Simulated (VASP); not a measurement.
A run of VASP 6.6.1:

INCAR

```
PREC = Accurate ; ENCUT = 520
EDIFF = 1E-6 ; ISMEAR = -1
SIGMA = 0.02 ; LREAL = False
LASPH = True ; NELM = 60
ALGO = Normal ; ISIF = 2
LWAVE = False ; LCHARG = False
GGA = PE ; NBANDS = 26
```

Contents of KPOINTS:

```
Automatic mesh
0
Gamma
  6 6 6
```

POSCAR

```
Ag2ClF
1.0
    1.8947514954      1.0939352859      5.5899087444
   -1.8947514954      1.0939352859      5.5899087444
    0.0000000000     -2.1878705719      5.5899087444
F Cl Ag
1 1 2
Direct
    1.0000000000      0.0000000000      0.0000000000
    0.5000000000      0.5000000000      0.5000000000
    0.2619753844      0.2619753844      0.2619753844
    0.7380246156      0.7380246156      0.7380246156
```

Potentials or basis: VASP PAW PBE potentials, release 64 (F, Cl, Ag).

Launch:

```sh
$ cat potpaw_PBE.64/F/POTCAR potpaw_PBE.64/Cl/POTCAR potpaw_PBE.64/Ag/POTCAR > POTCAR
$ mpirun -np 1 vasp_std > vasp.out
```

Hardware: 1 thread of Intel(R) Xeon(R) 6975P-C (Granite Rapids) (shared host).

Question: Estimate the wall time of this run.

Answer: Run time: 50 s on 1 thread of Intel(R) Xeon(R) 6975P-C (Granite Rapids) (shared host), peak memory 0.34 GiB. Counts: scf iterations 14, k points 32.
